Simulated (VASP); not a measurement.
SrCo2P2: single point with LDA

The system is SrCo2P2.

```
Sr Co P
1.0
    -1.86579    1.86579    4.74470
     1.86579   -1.86579    4.74470
     1.86579    1.86579   -4.74470
Sr Co P
1 2 2
Direct
  0.00000 0.00000 0.00000
  0.75000 0.25000 0.50000
  0.25000 0.75000 0.50000
  0.36692 0.36692 0.00000
  0.63308 0.63308 0.00000
```

```yaml
Program: VASP 6.6.1
Task: single point
Functional: LDA
Potentials_or_basis: VASP PAW LDA potentials, release 64 (Sr_sv, Co, P)
Cutoff: 520 eV
k_mesh: 12 × 12 × 12
Occupations: gaussian, width 0.05 eV
Spin: no spin polarisation
```

The pressure is 13.4 GPa, the largest force is 0.013 eV/Å and the band gap on the k mesh is zero (bands 19 and 20 overlap by 0.48 eV).

Forces on the atoms (eV/Å):
```
Sr   0.000  0.000  0.000
Co   0.000  0.000  0.000
Co   0.000  0.000  0.000
P    0.000  0.000  0.013
P    0.000  0.000 -0.013
```

Stress tensor (GPa, compression positive):
```
13.46  0.00  0.00
 0.00 13.46  0.00
 0.00  0.00 13.17
```

Levels at points of the mesh, in eV from the Fermi level:
| k point | band 15 | band 16 | band 17 | band 18 | band 19 | band 20 | band 21 | band 22 | band 23 | band 24 |
| --- | --- | --- | --- | --- | --- | --- | --- | --- | --- | --- |
| (0.00, 0.00, 0.00) | -1.69 | -1.24 | -1.11 | -1.11 | -0.37 | 0.05 | 1.61 | 1.61 | 4.51 | 4.88 |
| (0.50, 0.00, 0.00) | -2.27 | -2.21 | -1.87 | -1.40 | -0.04 | 1.00 | 1.34 | 1.88 | 3.93 | 3.95 |
| (0.50, 0.50, 0.00) | -2.59 | -1.61 | -1.50 | -1.48 | -1.25 | -0.05 | 0.01 | 0.66 | 5.08 | 5.41 |
| (0.50, 0.50, 0.50) | -1.20 | -0.74 | -0.74 | -0.49 | -0.37 | 1.37 | 1.66 | 2.96 | 2.96 | 4.01 |

Wall time 3.5 min on 1 thread of Intel(R) Xeon(R) 6975P-C (Granite Rapids), on a shared host, peak memory 0.42 GiB.

Caveat: the cell stands under pressure; the run has no spin polarisation, though such a crystal can be magnetic. Spin polarisation is off, so any magnetic state and its effect on volume and gap are missing.
